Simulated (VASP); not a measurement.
Sn2GeP2, 5 atoms in the cell. It takes space group I4/mmm (No. 139, tetragonal). Conventional cell: a = 5.364 Å, b = 5.364 Å, c = 7.707 Å, α = 90.00°, β = 90.00°, γ = 90.00°. Sn (site symmetry -4m2) has 4 P at 2.80 Å and 4 Ge at 3.30 Å and 6 Sn at 3.79 to 3.85 Å within 3.9 Å. Within 3.6 Å of Ge (site symmetry 4/mmm) lie 2 P at 2.73 Å and 8 Sn at 3.30 Å. P (site symmetry 4mm) has 1 P at 2.26 Å and 1 Ge at 2.73 Å and 4 Sn at 2.80 Å within 3.0 Å. The cell was generated, and may not be a known phase.

```yaml
Program: VASP 6.6.1
Task: single point
Functional: PBE
Potentials_or_basis: VASP PAW PBE potentials, release 64 (Sn_d, Ge_d, P)
Cutoff: 520 eV
k_mesh: 10 × 10 × 10
Occupations: gaussian, width 0.1 eV
Spin: no spin polarisation
Dipole_correction: no
Further_INCAR_settings: ALGO = Normal; EDIFF = 1e-07; NBANDS = 34
```

Potentials or basis: VASP PAW PBE potentials, release 64 (Sn_d, Ge_d, P).

Command:

```bash
$ cat potpaw_PBE.64/Sn_d/POTCAR potpaw_PBE.64/Ge_d/POTCAR potpaw_PBE.64/P/POTCAR > POTCAR
$ mpirun -np 1 vasp_std > vasp.out
```

Hardware: 1 thread of Intel(R) Xeon(R) Platinum 8375C CPU @ 2.90GHz (Ice Lake) (shared host).

How long does it take, and how much memory?

It took 4.6 min on 1 thread of Intel(R) Xeon(R) Platinum 8375C CPU @ 2.90GHz (Ice Lake), with other jobs on the host, peak memory 0.49 GiB. Counts: scf iterations 14, k points 102.
